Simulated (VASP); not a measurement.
# TiSi (Cmmm) in VASP: a series of runs

TiSi is run at these levels: PBEsol; tasks: single point.

Everything below comes from runs of VASP 6.6.1. Logs are shortened: lines on timing, memory, paths and dates and some standing lists are left out, and cuts for length are marked.

### 1 The cell of the first run

The structure is orthorhombic, space group Cmmm (No. 65). Conventional cell: a = 3.578 Å, b = 4.172 Å, c = 3.804 Å, α = 90.00°, β = 90.00°, γ = 90.00°. Within 3.4 Å of Ti (site symmetry mmm) lie 8 Si at 2.61 to 2.82 Å and 4 Ti at 2.75 Å. Si (site symmetry mmm) has 8 Ti at 2.61 to 2.82 Å and 4 Si at 2.75 Å within 3.4 Å.

### 2 Single point, PBEsol (strain -0.015 along x and y, +0.000 along z)

Input file INCAR:

```
SYSTEM = TiSi
ALGO = Normal ; EDIFF = 1E-6
ENCUT = 520 ; GGA = PS
ISIF = 2 ; ISMEAR = 0
LASPH = .True. ; LCHARG = .False.
LREAL = .False. ; LWAVE = .False.
NBANDS = 15 ; NELM = 60
PREC = Accurate ; SIGMA = 0.15
```

Input file KPOINTS:

```
k-points
0
Gamma
  18 18 12
  0 0 0
```

Input file POSCAR:

```
TiSi
1.0
    1.7889353300     -2.0858596400      0.0000000000
    1.7889353300      2.0858596400      0.0000000000
    0.0000000000      0.0000000000      3.8039340000
Ti Si
1 1
Direct
    0.5000000000      0.5000000000      0.0000000000
    0.0000000000      0.0000000000      0.5000000000
```

Potentials or basis: VASP PAW PBE potentials, release 64 (Ti_sv, Si).

Launch:

```sh
$ cat potpaw_PBE.64/Ti_sv/POTCAR potpaw_PBE.64/Si/POTCAR > POTCAR
$ mpirun -np 1 vasp_std > vasp.out
```

OUTCAR:

```text
SYSTEM = TiSi
   EDIFF = 1E-6
   ENCUT = 520
   GGA = PS
   ISIF = 2
   ISMEAR = 0
   LASPH = .True.
   LREAL = .False.
   NELM = 60
   PREC = Accurate

 ion  position               nearest neighbor table
   1  0.500  0.500  0.000-   2 2.61   2 2.61   2 2.61   2 2.61   2 2.82   2 2.82   2 2.82   2 2.82

   2  0.000  0.000  0.500-   1 2.61   1 2.61   1 2.61   1 2.61   1 2.82   1 2.82   1 2.82   1 2.82

  LATTYP: Found a base centered orthorhombic cell.
 ALAT       =     3.5778706600
 B/A-ratio  =     1.1659782246
 C/A-ratio  =     1.0631837653

  Lattice vectors:

 A1 = (   1.7889353300,  -2.0858596400,   0.0000000000)
 A2 = (   1.7889353300,   2.0858596400,   0.0000000000)
 A3 = (   0.0000000000,   0.0000000000,   3.8039340000)

Analysis of symmetry for initial positions (statically):
=====================================================================
 Subroutine PRICEL returns:
 Original cell was already a primitive cell.

 Routine SETGRP: Setting up the symmetry group for a
 base centered orthorhombic supercell.

 Subroutine GETGRP returns: Found  8 space group operations
 (whereof  8 operations were pure point group operations)
 out of a pool of  8 trial point group operations.

The static configuration has the point symmetry D_2h.

Analysis of symmetry for dynamics (positions and initial velocities):
=====================================================================
 Subroutine PRICEL returns:
 Original cell was already a primitive cell.

 Routine SETGRP: Setting up the symmetry group for a
 base centered orthorhombic supercell.

 Subroutine GETGRP returns: Found  8 space group operations
 (whereof  8 operations were pure point group operations)
 out of a pool of  8 trial point group operations.

The dynamic configuration has the point symmetry D_2h.

 Subroutine INISYM returns: Found  8 space group operations
 (whereof  8 operations are pure point group operations),
 and found     1 'primitive' translations

----------------------------------------------------------------------------------------

                                     Primitive cell

  volume of cell :      28.3885

  direct lattice vectors                    reciprocal lattice vectors
     1.788935330 -2.085859640  0.000000000     0.279495850 -0.239709322  0.000000000
     1.788935330  2.085859640  0.000000000     0.279495850  0.239709322  0.000000000
     0.000000000  0.000000000  3.803934000     0.000000000  0.000000000  0.262885739

  length of vectors
     2.747926501  2.747926501  3.803934000     0.368209844  0.368209844  0.262885739

  position of ions in fractional coordinates (direct lattice)
     0.500000000  0.500000000  0.000000000
     0.000000000  0.000000000  0.500000000

  ion indices of the primitive-cell ions
   primitive index   ion index
                 1           1
                 2           2

----------------------------------------------------------------------------------------

 KPOINTS: k-points

Automatic generation of k-mesh.
 Grid dimensions read from file:
 generate k-points for:   18   18   12

 Generating k-lattice:

  Cartesian coordinates                     Fractional coordinates (reciprocal lattice)
     0.015527547 -0.013317185  0.000000000     0.055555556  0.000000000  0.000000000
     0.015527547  0.013317185  0.000000000     0.000000000  0.055555556  0.000000000
     0.000000000  0.000000000  0.021907145     0.000000000  0.000000000  0.083333333

  Length of vectors
     0.020456102  0.020456102  0.021907145

  Shift w.r.t. Gamma in fractional coordinates (k-lattice)
     0.000000000  0.000000000  0.000000000

 Subroutine IBZKPT returns following result:
 ===========================================

 Found    637 irreducible k-points:

 Following reciprocal coordinates:
            Coordinates               Weight
  0.000000  0.000000  0.000000      1.000000
  0.055556 -0.000000  0.000000      4.000000
  0.111111 -0.000000  0.000000      4.000000
  0.166667 -0.000000  0.000000      4.000000
  0.222222  0.000000  0.000000      4.000000
  0.277778 -0.000000  0.000000      4.000000
[... 16 lines left out ...]
 -0.277778  0.055556  0.000000      4.000000
 -0.222222  0.055556  0.000000      4.000000
 [... further k-points ...]
   k-points           NKPTS =    637   k-points in BZ     NKDIM =    637   number of bands    NBANDS=     15
   number of dos      NEDOS =    301   number of ions     NIONS =      2
   total plane-waves  NPLWV =  11200
   dimension x,y,z NGX =    20 NGY =   20 NGZ =   28
   dimension x,y,z NGXF=    40 NGYF=   40 NGZF=   56
   ions per type =               1   1
   NGX,Y,Z   is equivalent  to a cutoff of  12.10, 12.10, 12.24 a.u.
   NGXF,Y,Z  is equivalent  to a cutoff of  24.20, 24.20, 24.47 a.u.
 SYSTEM =  TiSi
   PREC   = accura    normal or accurate (medium, high low for compatibility)
   ISTART =      0    job   : 0-new  1-cont  2-samecut
   ICHARG =      2    charge: 1-file 2-atom 10-const
   ISPIN  =      1    spin polarized calculation?
   LNONCOLLINEAR =      F non collinear calculations
   LSORBIT =      F    spin-orbit coupling
   LASPH  =      T    aspherical Exc in radial PAW
   ENCUT  =  520.0 eV  38.22 Ry    6.18 a.u.   5.11  5.11  7.07*2*pi/ulx,y,z
   NELM   =     60;   NELMIN=  2; NELMDL= -5     # of ELM steps
   EDIFF  = 0.1E-05   stopping-criterion for ELM
   LREAL  =      F    real-space projection
[... 7 lines left out ...]
   TEBEG  =    0.0;   TEEND  =   0.0 temperature during run
   PSTRESS=    0.0 pullay stress
   NELECT =      16.0000    total number of electrons
   NUPDOWN=      -1.0000    fix difference up-down
   EMIN   =  10.00;   EMAX   =-10.00  energy-range for DOS
   EFERMI =   0.00;   METHOD = LEGACY
   ISMEAR =     0;   SIGMA  =   0.15  broadening in eV -4-tet -1-fermi 0-gaus
   EFERMI_NEDOS =   21; number of points for ismear=-14 and -15
   IALGO  =     38    algorithm
   IMIX   =      4    mixing-type and parameters
     AMIX     =   0.40;   BMIX     =  1.00
     AMIX_MAG =   1.60;   BMIX_MAG =  1.00
  volume/ion in A,a.u.               =      14.19        95.79
  Fermi-wavevector in a.u.,A,eV,Ry     =   1.352282  2.555442 24.880519  1.828667
  Thomas-Fermi vector in A             =   2.479634
   LORBIT       =      0    0 simple, 1 ext, 2 COOP (PROOUT), +10 PAW based schemes
   GGA     = PS    functional components
   LHFCALC =     F    Hartree Fock is set to
   AEXX    =    0.0000 exact exchange contribution
   IVDW    =     0    specifies the selected vdW correction
   LEPSILON=     F    determine dielectric tensor
   LRPA    =     F    only Hartree local field effects (RPA)
 non-spin polarized calculation
 Gauss-broadening in eV      SIGMA  =   0.15
  energy-cutoff  :      520.00
  volume of cell :       28.39
 maximum number of plane-waves:       784
   NGX = 11   NGY = 11   NGZ = 15

 number of electron      16.0000011 magnetization

 Free energy of the ion-electron system (eV)
  ---------------------------------------------------
  ext. energy  EPLUGINS =         0.00000000
  ---------------------------------------------------
  free energy    TOTEN  =       -15.33300378 eV

  energy without entropy =      -15.32077168  energy(sigma->0) =      -15.32688773

 E-fermi :  10.4042     XC(G=0): -11.9746

 val. band max:       10.3989818935   @ k =   0.2222   0.2222   0.3333
 cond. band min:      10.4069702890   @ k =  -0.3889   0.3333   0.0000
 fundamental gap:      0.0079883954
 Fermi energy:        10.4042387764

 k-point     1 :       0.0000    0.0000    0.0000
  band No.  band energies     occupation
      1     -46.0026      2.00000
      2     -22.5279      2.00000
      3     -22.0628      2.00000
      4     -21.9409      2.00000
      5      -1.5194      2.00000
      6       7.8610      2.00000
      7       8.5914      2.00000
      8       9.2348      2.00000
      9      12.1533      0.00000
     10      12.8381      0.00000
     11      13.4623      0.00000
     12      15.9058      0.00000
     13      16.6908      0.00000
     14      16.8435      0.00000
     15      18.9362      0.00000

 k-point     2 :       0.0556   -0.0000    0.0000
  band No.  band energies     occupation
      1     -46.0000      2.00000
      2     -22.5254      2.00000
      3     -22.0723      2.00000
      4     -21.9502      2.00000
      5      -1.4550      2.00000
      6       7.9150      2.00000
      7       8.5479      2.00000
      8       9.2399      2.00000
      9      12.2107      0.00000
     10      12.8465      0.00000
     11      13.3821      0.00000
     12      15.4972      0.00000
     13      16.5287      0.00000
     14      16.8744      0.00000
     15      19.4338      0.00000

 k-point     3 :       0.1111   -0.0000    0.0000
  band No.  band energies     occupation
      1     -45.9928      2.00000
      2     -22.5180      2.00000
      3     -22.1093      2.00000
      4     -21.9672      2.00000
      5      -1.2632      2.00000
      6       8.0647      2.00000
      7       8.4267      2.00000
      8       9.2265      2.00000
      9      12.3656      0.00000
     10      12.8835      0.00000
     11      13.1772      0.00000
     12      14.4730      0.00000
     13      16.6241      0.00000
     14      16.8948      0.00000
     15      20.1850      0.00000

 k-point     4 :       0.1667   -0.0000    0.0000
  band No.  band energies     occupation
      1     -45.9816      2.00000
      2     -22.5068      2.00000
      3     -22.1825      2.00000
      4     -21.9757      2.00000
      5      -0.9469      2.00000
      6       8.2507      2.00000
      7       8.2632      2.00000
      8       9.1054      2.00000
      9      12.5518      0.00000
     10      12.9280      0.00000
     11      13.0032      0.00000
     12      13.5040      0.00000
     13      16.7419      0.00000
     14      17.0155      0.00000
     15      20.7336      0.00000
[... 307 lines left out ...]
 k-point    22 :      -0.3333    0.0556    0.0000
  band No.  band energies     occupation
      1     -45.9374      2.00000
      2     -22.4845      2.00000
      3     -22.4628      2.00000
      4     -21.9820      2.00000
      5       0.6414      2.00000
      6       6.8141      2.00000
      7       7.7461      2.00000
      8       9.3636      2.00000
      9      11.8732      0.00000
     10      12.5629      0.00000
     11      13.3897      0.00000
     12      14.2891      0.00000
     13      16.4289      0.00000
     14      18.6501      0.00000
     15      19.8976      0.00000

 k-point    23 :      -0.2778    0.0556    0.0000
  band No.  band energies     occupation
      1     -45.9513      2.00000
      2     -22.4768      2.00000
      3     -22.3821      2.00000
      4     -21.9876      2.00000
      5       0.0037      2.00000
      6       7.7837      2.00000
      7       7.9388      2.00000
      8       9.1352      2.00000
      9      12.1218      0.00000
     10      12.4468      0.00000
     11      12.9849      0.00000
     12      13.8566      0.00000
     13      16.6549      0.00000
     14      18.1007      0.00000
     15      21.0039      0.00000

 k-point    24 :      -0.2222    0.0556    0.0000
  band No.  band energies     occupation
      1     -45.9659      2.00000
      2     -22.4915      2.00000
      3     -22.2738      2.00000
      4     -21.9927      2.00000
      5      -0.5272      2.00000
      6       8.1451      2.00000
      7       8.3542      2.00000
      8       9.0575      2.00000
      9      12.2943      0.00000
     10      12.3702      0.00000
     11      13.0270      0.00000
     12      13.5359      0.00000
     13      16.7803      0.00000
     14      17.5630      0.00000
     15      21.0636      0.00000

 [... further k-points ...]

------------------------ aborting loop because EDIFF is reached ----------------------------------------

  FORCE on cell =-STRESS in cart. coord.  units (eV):
  Direction    XX          YY          ZZ          XY          YZ          ZX
  --------------------------------------------------------------------------------------
  -------------------------------------------------------------------------------------
  Total        0.0764190     -0.1770850     -0.1256754     -0.0000000      0.0000000      0.0000000
  in kB        4.3128970     -9.9942367     -7.0928092     -0.0000000      0.0000000      0.0000000
  external PRESSURE =      -4.2580496 kB  Pullay stress =       0.0000000 kB

 VOLUME and BASIS-vectors are now :
 -----------------------------------------------------------------------------
  energy-cutoff  :      520.00
  volume of cell :       28.39
      direct lattice vectors                 reciprocal lattice vectors
     1.788935330 -2.085859640  0.000000000     0.279495850 -0.239709322  0.000000000
     1.788935330  2.085859640  0.000000000     0.279495850  0.239709322  0.000000000
     0.000000000  0.000000000  3.803934000     0.000000000  0.000000000  0.262885739

 POSITION                                       TOTAL-FORCE (eV/Angst)
 -----------------------------------------------------------------------------------
      1.78894      0.00000      0.00000         0.000000     -0.000000      0.000000
      0.00000      0.00000      1.90197         0.000000      0.000000      0.000000
 -----------------------------------------------------------------------------------
    total drift:                                0.000000      0.000000     -0.000000

  FREE ENERGIE OF THE ION-ELECTRON SYSTEM (eV)
  ---------------------------------------------------
  free  energy   TOTEN  =       -15.3330037809 eV

  energy  without entropy=      -15.3207716824  energy(sigma->0) =      -15.32688773
```

Run time: 2.4 min. Hardware: 1 thread of Intel Xeon Platinum 8259CL at 2.50GHz (Skylake/Cascade Lake), shared host; peak memory 0.36 GiB.

What came out:

| Quantity | Value |
| --- | --- |
| Free energy | -15.3330 eV |
| Pressure | -0.4 GPa |
| Band gap on the k mesh | zero (bands 8 and 9 overlap by 1.72 eV) |

Caveat: the cell differs from its parent crystal (strain -0.015 along x and y, +0.000 along z); the PAW data sets were made with another functional, which shifts forces and pressure a little.

(Part 1 of 2 ends here.)
